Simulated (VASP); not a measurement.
Runs of VASP 6.6.1 on P. The structure is that of space group Im-3m (No. 229), or close to it. The cells are those of the table. 

```csv
task,cell,k mesh,cutoff (eV),gap on the mesh (eV),pressure (GPa)
single point,"a = 2.571 Å, angles 109.5°, 1 atom",16 × 16 × 16,520,none,9.1
single point,"a = 2.746 Å, angles 109.5°, 1 atom",16 × 16 × 16,520,none,-8.9
single point,"a = 2.644 Å, angles 109.5°, 1 atom",24 × 24 × 24,520,none,(a)
single point,"a = 2.713 Å, angles 109.5°, 1 atom",16 × 16 × 16,520,none,-6.6
relaxation of cell and atoms,"relaxed from a = 2.704 Å, angles 109.5°, 1 atom",14 × 14 × 14,600,none,0.0
```

Alike in all rows: level PBE; potentials or basis VASP PAW PBE potentials, release 64 (P); no spin polarisation; smearing fermi-dirac 0.1 eV.

Question: Estimate the missing entries.

Answer: (a) -0.2.

A gap of «none» marks levels without a gap at the run's occupations.
